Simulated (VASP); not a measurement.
Runs of VASP 6.6.1 on KCl. The structure is that of space group Pm-3m (No. 221), or close to it. The cells are those of the table. 

| task | cell | gap on the mesh (eV) | pressure (GPa) |
| --- | --- | --- | --- |
| single point | a = 3.634 Å, angles 89.4°, 2 atoms | 5.61 | 4.5 |
| single point | a = 3.598, b = 3.598, c = 3.634 Å, 2 atoms | 5.70 | 5.3 |
| electric field gradients | a = 3.707, b = 3.707, c = 3.634 Å, 2 atoms | 5.32 | 3.1 |
| single point | a = 3.634, b = 3.634, c = 3.707 Å, 2 atoms | 5.46 | (a) |
| electric field gradients | a = 3.598, b = 3.598, c = 3.634 Å, 2 atoms | 5.70 | 5.3 |
| single point | a = 3.634, b = 3.634, c = 3.525 Å, 2 atoms | 5.64 | 5.8 |
| electric field gradients | a = 3.585 Å, 2 atoms | (b) | (c) |
| single point | a = 3.634 Å, angles 90.6°, 2 atoms | 5.61 | 4.5 |

Alike in all rows: level PBE; potentials or basis VASP PAW PBE potentials, release 64 (K_sv, Cl); no spin polarisation; k mesh 7 × 7 × 7; cutoff (eV) 520; smearing fermi-dirac 0.02 eV.

Question: Estimate the missing entries.

Answer: (a) 3.8; (b) 5.84; (c) 6.3.

A k mesh can miss the band edges.
